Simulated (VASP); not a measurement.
Crystal: GaAsSe3.

```
CELL_PARAMETERS angstrom
4.68016 0.00000 0.00000
0.00000 4.68016 0.00000
0.00000 0.00000 5.17035
ATOMIC_POSITIONS crystal
Ga 0.50000 0.50000 0.58251
As 0.00000 0.00000 0.12359
Se 0.00000 0.50000 0.49416
Se 0.50000 0.00000 0.49416
Se 0.50000 0.50000 0.99578
```

The cell was built from a structure type or drawn by symmetry, and may not be a known phase.

| Quantity | Value |
| --- | --- |
| Program | VASP 6.6.1 |
| Task | relaxation of cell and atoms |
| Functional | PBE |
| Potentials or basis | VASP PAW PBE potentials, release 64 (Ga_d, As, Se) |
| Cutoff | 500 eV |
| k mesh | 3 × 3 × 3 |
| Occupations | gaussian, width 0.15 eV |
| Spin | no spin polarisation |

At the start: pressure 8.7 GPa; volume 22.65 Å³/atom.

Question: How do energy, volume and symmetry change on relaxing?

Answer: Over 15 steps the energy falls by 494.5 meV/atom and the volume is 26.53 Å³/atom (+17.1 %); space group P4mm (No. 99, to 0.1 Å) before and after.

The path:
| step | energy change (eV) | largest force (eV/Å) | pressure (GPa) | volume (Å³) |
| --- | --- | --- | --- | --- |
| 1 | 0.0000 | 4.1613 | 8.66 | 113.25 |
| 2 | -0.9146 | 2.3554 | -3.34 | 134.44 |
| 3 | -0.9561 | 2.3437 | -1.71 | 129.01 |
| 4 | -1.6213 | 2.1597 | -1.77 | 129.21 |
| 5 | -2.1156 | 1.0276 | 0.91 | 129.66 |
| 6 | -2.2985 | 0.5357 | -0.57 | 129.53 |
| 7 | -2.3000 | 0.5279 | -0.44 | 129.54 |
| 8 | -2.3757 | 0.4114 | 0.90 | 127.73 |
| 9 | -2.3920 | 0.4572 | 2.03 | 126.37 |
| 10 | -2.4397 | 0.3275 | 1.06 | 129.02 |
| 11 | -2.4661 | 0.1878 | -0.57 | 134.32 |
| 12 | -2.4676 | 0.1802 | -0.28 | 133.30 |
| 13 | -2.4708 | 0.0880 | -0.10 | 132.93 |
| 14 | -2.4717 | 0.1031 | 0.05 | 132.64 |
| 15 | -2.4726 | 0.0286 | 0.00 | 132.66 |

Final structure:
```
Ga As Se
1.0
     4.76346    0.00000    0.00000
     0.00000    4.76346    0.00000
     0.00000    0.00000    5.84646
Ga As Se
1 1 3
Direct
  0.50000 0.50000 0.61283
  0.00000 0.00000 0.21681
  0.00000 0.50000 0.42360
  0.50000 0.00000 0.42360
  0.50000 0.50000 0.01335
```

Caveat: the k points lie up to 0.44 Å⁻¹ apart in the final cell, too coarse for converged energies and pressures of a metal; the volume moved by over 15 % at a fixed basis, so the end points are rough.
